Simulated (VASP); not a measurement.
# MgCd3Te4 in VASP: further runs

MgCd3Te4 is run at these levels: PBE; tasks: single point.

All numbers are computed with VASP 6.6.1; they aren't measurements. Logs are shortened: lines on timing, memory, paths and dates and some standing lists are left out, and cuts for length are marked.

### Step 1. The cell of the first run

Symmetry: P-4m2, No. 115, tetragonal system. The conventional cell has a = 4.670 Å, b = 4.670 Å, c = 13.134 Å, α = 90.00°, β = 90.00°, γ = 90.00°. Mg (site symmetry -4m2) has 4 Te at 2.82 Å within 3.7 Å. Within 3.8 Å of Cd (site symmetry 2mm) lie 4 Te at 2.86 to 2.87 Å. Within 3.8 Å of Cd (site symmetry -4m2) lie 4 Te at 2.86 Å. Within 3.7 Å of Te (site symmetry 2mm) lie 2 Mg at 2.82 Å and 2 Cd at 2.87 Å. Within 3.8 Å of Te (site symmetry 2mm) lie 4 Cd at 2.86 Å.

### Step 2. Single point, PBE

INCAR reads:

```
ALGO     = Normal         # electronic algorithm
EDIFF    = 1E-6           # SCF threshold, eV
ENCUT    = 520            # plane-wave cutoff, eV
GGA      = PE             # functional
ISIF     = 2              # what is computed and relaxed
ISMEAR   = 0              # smearing method
LASPH    = True           # aspherical terms in the spheres
LCHARG   = False          # write CHGCAR
LREAL    = False          # projectors in reciprocal space
LWAVE    = False          # write WAVECAR
NBANDS   = 41             # bands
NELM     = 100            # most SCF steps
PREC     = Accurate       # precision mode
SIGMA    = 0.1            # smearing width, eV
```

KPOINTS reads:

```
k-points
0
Gamma
  4 4 1
```

POSCAR reads:

```
MgCd3Te4
1.0
    4.6695673076      0.0000000000      0.0000000000
    0.0000000000      4.6695673076      0.0000000000
    0.0000000000      0.0000000000     13.1342200676
Mg Cd Te
1 3 4
Direct
    0.0000000000      0.0000000000      0.0000000000
    0.5000000000      0.5000000000      0.2475152446
    0.0000000000      0.0000000000      0.5000000000
    0.5000000000      0.5000000000      0.7524847554
    0.5000000000      0.0000000000      0.1207170131
    0.0000000000      0.5000000000      0.3737790566
    0.5000000000      0.0000000000      0.6262209434
    0.0000000000      0.5000000000      0.8792829869
```

Potentials or basis: VASP PAW PBE potentials, release 64 (Mg, Cd, Te).

Started as:

```sh
> cat potpaw_PBE.64/Mg/POTCAR potpaw_PBE.64/Cd/POTCAR potpaw_PBE.64/Te/POTCAR > POTCAR
> mpirun -np 1 vasp_std > vasp.out
```

OUTCAR:

```text
EDIFF = 1E-6
   ENCUT = 520
   GGA = PE
   ISIF = 2
   ISMEAR = 0
   LASPH = True
   LREAL = False
   NELM = 100
   PREC = Accurate

 ion  position               nearest neighbor table
   1  0.000  0.000  0.000-   5 2.82   8 2.82   8 2.82   5 2.82
   2  0.500  0.500  0.248-   6 2.86   6 2.86   5 2.87   5 2.87
   3  0.000  0.000  0.500-   6 2.86   7 2.86   6 2.86   7 2.86
   4  0.500  0.500  0.752-   7 2.86   7 2.86   8 2.87   8 2.87
   5  0.500  0.000  0.121-   1 2.82   1 2.82   2 2.87   2 2.87
   6  0.000  0.500  0.374-   3 2.86   3 2.86   2 2.86   2 2.86
   7  0.500  0.000  0.626-   3 2.86   3 2.86   4 2.86   4 2.86
   8  0.000  0.500  0.879-   1 2.82   1 2.82   4 2.87   4 2.87

  LATTYP: Found a simple tetragonal cell.
 ALAT       =     4.6695673076
 C/A-ratio  =     2.8127274333

  Lattice vectors:

 A1 = (   4.6695673076,   0.0000000000,   0.0000000000)
 A2 = (   0.0000000000,   4.6695673076,   0.0000000000)
 A3 = (   0.0000000000,   0.0000000000,  13.1342200676)

Analysis of symmetry for initial positions (statically):
=====================================================================
 Subroutine PRICEL returns:
 Original cell was already a primitive cell.

 Routine SETGRP: Setting up the symmetry group for a
 simple tetragonal supercell.

 Subroutine GETGRP returns: Found  8 space group operations
 (whereof  8 operations were pure point group operations)
 out of a pool of 16 trial point group operations.

The static configuration has the point symmetry D_2d.

Analysis of symmetry for dynamics (positions and initial velocities):
=====================================================================
 Subroutine PRICEL returns:
 Original cell was already a primitive cell.

 Routine SETGRP: Setting up the symmetry group for a
 simple tetragonal supercell.

 Subroutine GETGRP returns: Found  8 space group operations
 (whereof  8 operations were pure point group operations)
 out of a pool of 16 trial point group operations.

The dynamic configuration has the point symmetry D_2d.

 Subroutine INISYM returns: Found  8 space group operations
 (whereof  8 operations are pure point group operations),
 and found     1 'primitive' translations

----------------------------------------------------------------------------------------

                                     Primitive cell

  volume of cell :     286.3898

  direct lattice vectors                    reciprocal lattice vectors
     4.669567308  0.000000000  0.000000000     0.214152604  0.000000000  0.000000000
     0.000000000  4.669567308  0.000000000     0.000000000  0.214152604  0.000000000
     0.000000000  0.000000000 13.134220068     0.000000000  0.000000000  0.076136991

  length of vectors
     4.669567308  4.669567308 13.134220068     0.214152604  0.214152604  0.076136991

  position of ions in fractional coordinates (direct lattice)
     0.000000000  0.000000000  0.000000000
     0.500000000  0.500000000  0.247515245
     0.000000000  0.000000000  0.500000000
     0.500000000  0.500000000  0.752484755
     0.500000000  0.000000000  0.120717013
     0.000000000  0.500000000  0.373779057
     0.500000000  0.000000000  0.626220943
     0.000000000  0.500000000  0.879282987

  ion indices of the primitive-cell ions
   primitive index   ion index
                 1           1
                 2           2
                 3           3
                 4           4
                 5           5
                 6           6
                 7           7
                 8           8

----------------------------------------------------------------------------------------

 KPOINTS: k-points

Automatic generation of k-mesh.
 Grid dimensions read from file:
 generate k-points for:    4    4    1

 Generating k-lattice:

  Cartesian coordinates                     Fractional coordinates (reciprocal lattice)
     0.053538151  0.000000000  0.000000000     0.250000000  0.000000000  0.000000000
     0.000000000  0.053538151  0.000000000     0.000000000  0.250000000  0.000000000
     0.000000000  0.000000000  0.076136991     0.000000000  0.000000000  1.000000000

  Length of vectors
     0.053538151  0.053538151  0.076136991

  Shift w.r.t. Gamma in fractional coordinates (k-lattice)
     0.000000000  0.000000000  0.000000000

 Subroutine IBZKPT returns following result:
 ===========================================

 Found      6 irreducible k-points:

 Following reciprocal coordinates:
            Coordinates               Weight
  0.000000  0.000000  0.000000      1.000000
  0.250000  0.000000  0.000000      4.000000
  0.500000  0.000000  0.000000      2.000000
  0.250000  0.250000  0.000000      4.000000
  0.500000  0.250000  0.000000      4.000000
  0.500000  0.500000  0.000000      1.000000
   k-points           NKPTS =      6   k-points in BZ     NKDIM =      6   number of bands    NBANDS=     41
   number of dos      NEDOS =    301   number of ions     NIONS =      8
   total plane-waves  NPLWV = 127008
   dimension x,y,z NGX =    36 NGY =   36 NGZ =   98
   dimension x,y,z NGXF=    72 NGYF=   72 NGZF=  196
   ions per type =               1   3   4
   NGX,Y,Z   is equivalent  to a cutoff of  12.82, 12.82, 12.40 a.u.
   NGXF,Y,Z  is equivalent  to a cutoff of  25.63, 25.63, 24.81 a.u.
 SYSTEM =  unknown system
   PREC   = accura    normal or accurate (medium, high low for compatibility)
   ISTART =      0    job   : 0-new  1-cont  2-samecut
   ICHARG =      2    charge: 1-file 2-atom 10-const
   ISPIN  =      1    spin polarized calculation?
   LNONCOLLINEAR =      F non collinear calculations
   LSORBIT =      F    spin-orbit coupling
   LASPH  =      T    aspherical Exc in radial PAW
   ENCUT  =  520.0 eV  38.22 Ry    6.18 a.u.   8.68  8.68 24.42*2*pi/ulx,y,z
   NELM   =    100;   NELMIN=  2; NELMDL= -5     # of ELM steps
   EDIFF  = 0.1E-05   stopping-criterion for ELM
   LREAL  =      F    real-space projection
   EDIFFG = 0.1E-04   stopping-criterion for IOM
   NSW    =      0    number of steps for IOM
   IBRION =     -1    ionic relax: 0-MD 1-quasi-New 2-CG
   NFREE  =      0    steps in history (QN), initial steepest desc. (CG)
   ISIF   =      2    stress and relaxation
   ISYM   =      2    0-nonsym 1-usesym 2-fastsym
   POTIM  = 0.5000    time-step for ionic-motion
   TEBEG  =    0.0;   TEEND  =   0.0 temperature during run
   PSTRESS=    0.0 pullay stress
   NELECT =      62.0000    total number of electrons
   NUPDOWN=      -1.0000    fix difference up-down
   EMIN   =  10.00;   EMAX   =-10.00  energy-range for DOS
   EFERMI =   0.00;   METHOD = LEGACY
   ISMEAR =     0;   SIGMA  =   0.10  broadening in eV -4-tet -1-fermi 0-gaus
   EFERMI_NEDOS =   21; number of points for ismear=-14 and -15
   IALGO  =     38    algorithm
   IMIX   =      4    mixing-type and parameters
     AMIX     =   0.40;   BMIX     =  1.00
     AMIX_MAG =   1.60;   BMIX_MAG =  1.00
  volume/ion in A,a.u.               =      35.80       241.58
  Fermi-wavevector in a.u.,A,eV,Ry     =   0.982999  1.857598 13.147121  0.966286
  Thomas-Fermi vector in A             =   2.114123
   LORBIT       =      0    0 simple, 1 ext, 2 COOP (PROOUT), +10 PAW based schemes
   GGA     = PE    functional components
   LHFCALC =     F    Hartree Fock is set to
   AEXX    =    0.0000 exact exchange contribution
   IVDW    =     0    specifies the selected vdW correction
   LEPSILON=     F    determine dielectric tensor
   LRPA    =     F    only Hartree local field effects (RPA)
 non-spin polarized calculation
 Gauss-broadening in eV      SIGMA  =   0.10
  energy-cutoff  :      520.00
  volume of cell :      286.39
 maximum number of plane-waves:      7761
 NGX is ok and might be reduce to    36
   NGX = 17   NGY = 17   NGZ = 49

 number of electron      62.0000000 magnetization

 Free energy of the ion-electron system (eV)
  ---------------------------------------------------
  ext. energy  EPLUGINS =         0.00000000
  ---------------------------------------------------
  free energy    TOTEN  =       -20.74983157 eV

  energy without entropy =      -20.74983157  energy(sigma->0) =      -20.74983157

 E-fermi :   2.2680     XC(G=0):  -8.1734

 val. band max:        1.8047152348   @ k =   0.0000   0.0000   0.0000
 cond. band min:       2.7547111376   @ k =   0.0000   0.0000   0.0000
 fundamental gap:      0.9499959028
 Fermi energy:         2.2680398777

 k-point     1 :       0.0000    0.0000    0.0000
  band No.  band energies     occupation
      1      -8.8785      2.00000
      2      -8.6305      2.00000
      3      -8.6239      2.00000
      4      -8.3054      2.00000
      5      -6.1730      2.00000
      6      -6.1730      2.00000
[... 33 lines left out ...]
     40       6.6043      0.00000
     41       6.6143      0.00000

 k-point     2 :       0.2500    0.0000    0.0000
  band No.  band energies     occupation
      1      -8.7538      2.00000
      2      -8.5845      2.00000
      3      -8.5420      2.00000
      4      -8.3051      2.00000
      5      -6.1598      2.00000
      6      -6.1503      2.00000
[... 33 lines left out ...]
     40       6.8968      0.00000
     41       7.3287      0.00000

 k-point     3 :       0.5000    0.0000    0.0000
  band No.  band energies     occupation
      1      -8.5801      2.00000
      2      -8.5801      2.00000
      3      -8.4042      2.00000
      4      -8.3621      2.00000
      5      -6.1386      2.00000
      6      -6.1335      2.00000
[... 33 lines left out ...]
     40       7.1557      0.00000
     41       7.1879      0.00000

 k-point     4 :       0.2500    0.2500    0.0000
  band No.  band energies     occupation
      1      -8.6549      2.00000
      2      -8.5407      2.00000
      3      -8.4598      2.00000
      4      -8.2839      2.00000
      5      -6.1288      2.00000
      6      -6.1242      2.00000
[... 33 lines left out ...]
     40       7.3433      0.00000
     41       7.4421      0.00000

 k-point     5 :       0.5000    0.2500    0.0000
  band No.  band energies     occupation
      1      -8.5275      2.00000
      2      -8.5275      2.00000
      3      -8.3290      2.00000
      4      -8.3054      2.00000
      5      -6.1119      2.00000
      6      -6.1039      2.00000
[... 33 lines left out ...]
     40       7.7228      0.00000
     41       7.8077      0.00000

 k-point     6 :       0.5000    0.5000    0.0000
  band No.  band energies     occupation
      1      -8.4754      2.00000
      2      -8.4754      2.00000
      3      -8.2497      2.00000
      4      -8.2497      2.00000
      5      -6.0765      2.00000
      6      -6.0765      2.00000
[... 33 lines left out ...]
     40       7.4529      0.00000
     41       7.4529      0.00000

------------------------ aborting loop because EDIFF is reached ----------------------------------------

  FORCE on cell =-STRESS in cart. coord.  units (eV):
  Direction    XX          YY          ZZ          XY          YZ          ZX
  --------------------------------------------------------------------------------------
  -------------------------------------------------------------------------------------
  Total        0.2705527      0.2705527      0.0022306      0.0000000      0.0000000      0.0000000
  in kB        1.5135782      1.5135782      0.0124790      0.0000000      0.0000000      0.0000000
  external PRESSURE =       1.0132118 kB  Pullay stress =       0.0000000 kB

 VOLUME and BASIS-vectors are now :
 -----------------------------------------------------------------------------
  energy-cutoff  :      520.00
  volume of cell :      286.39
      direct lattice vectors                 reciprocal lattice vectors
     4.669567308  0.000000000  0.000000000     0.214152604  0.000000000  0.000000000
     0.000000000  4.669567308  0.000000000     0.000000000  0.214152604  0.000000000
     0.000000000  0.000000000 13.134220068     0.000000000  0.000000000  0.076136991

 POSITION                                       TOTAL-FORCE (eV/Angst)
 -----------------------------------------------------------------------------------
      0.00000      0.00000      0.00000         0.000000      0.000000      0.000000
      2.33478      2.33478      3.25092         0.000000      0.000000      0.002882
      0.00000      0.00000      6.56711         0.000000      0.000000      0.000000
      2.33478      2.33478      9.88330        -0.000000     -0.000000     -0.002882
      2.33478      0.00000      1.58552         0.000000      0.000000     -0.027352
      0.00000      2.33478      4.90930         0.000000      0.000000     -0.002001
      2.33478      0.00000      8.22492         0.000000      0.000000      0.002001
      0.00000      2.33478     11.54870         0.000000      0.000000      0.027352
 -----------------------------------------------------------------------------------
    total drift:                                0.000000      0.000000      0.000000

  FREE ENERGIE OF THE ION-ELECTRON SYSTEM (eV)
  ---------------------------------------------------
  free  energy   TOTEN  =       -20.7498315730 eV

  energy  without entropy=      -20.7498315730  energy(sigma->0) =      -20.74983157
```

Run time: 77 s. Hardware: 1 thread of Intel Xeon Platinum 8488C (Sapphire Rapids), shared host; peak memory 0.37 GiB.

Results:

| Property | Result |
| --- | --- |
| Free energy | -20.7498 eV |
| Pressure | 0.1 GPa |
| Largest force | 0.027 eV/Å |
| Band gap on the k mesh | 0.95 eV |

Forces in eV/Å, atoms in the order of the input:
```
Mg   0.000  0.000  0.000
Cd   0.000  0.000  0.003
Cd   0.000  0.000  0.000
Cd   0.000  0.000 -0.003
Te   0.000  0.000 -0.027
Te   0.000  0.000 -0.002
Te   0.000  0.000  0.002
Te   0.000  0.000  0.027
```

Caveat: the k points lie up to 0.48 Å⁻¹ apart; spin-orbit coupling is left out, which moves the levels of the heavy elements.

(Continued in part 2 of 3.)
